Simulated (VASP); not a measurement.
**Ti3CN3: single point with PBE**

The system is Ti3CN3, a slab with vacuum.

```
Ti N C
1.0
     3.00286    0.00000    0.00000
     0.00000    3.00286    0.00000
     0.00000    0.00000   19.75849
Ti N C
3 3 1
Direct
  0.50000 0.50000 0.20244
  0.00000 0.00000 0.30725
  0.50000 0.50000 0.40768
  0.00000 0.00000 0.20244
  0.50000 0.50000 0.30557
  0.00000 0.00000 0.41797
  0.12500 0.25000 0.47301
```

```
Program             : VASP 6.6.1
Task                : single point
Functional          : PBE
Potentials or basis : VASP PAW PBE potentials, release 64 (Ti_sv, N, C)
Cutoff              : 520 eV
k mesh              : 9 × 9 × 1
Occupations         : gaussian, width 0.1 eV
Spin                : no spin polarisation
```

```json
{
 "Largest force": "3.316 eV/Å",
 "Band gap on the k mesh": "zero (an odd number of electrons rules out a gap without spin polarisation)"
}
```

Forces in eV/Å, atoms in the order of the input:
```
Ti   0.004 -0.089  1.704
Ti   0.100 -0.019  0.079
Ti   1.928  1.267  0.206
N   -0.046  0.011 -1.541
N   -0.046  0.047 -1.302
N    0.557  0.961  0.751
C   -2.498 -2.179  0.102
```

Levels at points of the mesh, in eV from the Fermi level:
```csv
k point,band 25,band 26,band 27,band 28,band 29,band 30
"(0.00, 0.00, 0.00)",-2.44,-2.41,-2.08,-1.06,-0.58,0.02
```

Run time: 6.6 min on 1 thread of Intel(R) Xeon(R) Platinum 8488C (Sapphire Rapids) (shared host), peak memory 0.41 GiB.
